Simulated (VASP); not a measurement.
A run of VASP 6.6.1:

Contents of INCAR:

```
ALGO = Normal
EDIFF = 1E-6
ENCUT = 910
GGA = PE
GGA_COMPAT = False
ISIF = 2
ISMEAR = -1
LASPH = True
LCHARG = False
LREAL = Auto
LWAVE = False
NBANDS = 72
NELM = 120
PREC = Accurate
SIGMA = 0.05
```

The input KPOINTS:

```
k-points
0
Gamma
  1 1 1
```

The input POSCAR:

```
H3C2N
1.0
    8.0517480000      0.0000000000      0.0000000000
    0.0000000000      8.0517480000      0.0000000000
    0.0000000000      0.0000000000      8.0517480000
C N H
12 6 18
Direct
    0.7517994850      0.2181513877      0.8818457806
    0.8565096672      0.3060577653      0.7615365011
    0.5445153028      0.3558606156      0.3243270902
    0.5169188107      0.2202378912      0.4561245583
    0.1535815577      0.8834106582      0.4371597323
    0.0452075748      0.9085107979      0.5717888836
    0.0789393806      0.5691434953      1.0016334341
    0.2451020573      0.5285560353      0.9783093063
    0.2690968470      0.0717980742     -0.0912472671
    0.1959947082      0.1652312020      0.0438662512
    0.6326700736      0.7376286491      0.6125874779
    0.7376907474      0.7474401832      0.4630671501
    0.9514704136      0.3724532859      0.6812806362
    0.5040272001      0.1269289600      0.5608223208
   -0.0348992542      0.9277736958      0.6933649687
    0.3748875399      0.4704071712      0.9660138395
    0.1370634054      0.2220139031      0.1608098018
    0.8224922091      0.7082188861      0.3538113711
    0.6662155845      0.2982706364      0.9496571428
    0.6838266672      0.1056913356      0.8395692463
    0.8420407593      0.1734281798      0.9712176784
    0.6538331801      0.3419754319      0.2414134173
    0.4411961229      0.3477381557      0.2337008063
    0.5549726594      0.4820443958      0.3754836838
    0.1538051116      0.9806069440      0.3539479874
    0.2780265850      0.8598132977      0.4827647363
    0.1177508288      0.7733848600      0.3534139419
    0.0069301722      0.4570436134      1.0318753145
    0.0513801475      0.6550751464      1.0980597008
    0.0194491929      0.6379856896      0.9023506449
    0.3132487505      0.1379948801     -0.2113702515
    0.3901885653      0.0299189691     -0.0507715840
    0.2028379428     -0.0356195947     -0.1163101478
    0.7146771111      0.6628125967      0.6988544599
    0.6142641325      0.8670663811      0.6522310435
    0.5253641818      0.6511256935      0.5958954503
```

Potentials or basis: VASP PAW PBE potentials, release 64 (C_h, N_h, H_h).

Command:

```sh
$ cat potpaw_PBE.64/C_h/POTCAR potpaw_PBE.64/N_h/POTCAR potpaw_PBE.64/H_h/POTCAR > POTCAR
$ mpirun -np 1 vasp_gam > vasp.out
```

Hardware: 1 thread of Intel(R) Xeon(R) Platinum 8488C (Sapphire Rapids), on a shared host.

Q: How long does it take, and how much memory?

A: Run time: 2.1 min on 1 thread of Intel(R) Xeon(R) Platinum 8488C (Sapphire Rapids) (shared host), peak memory 0.9 GiB. Counts: scf iterations 18, k points 1.
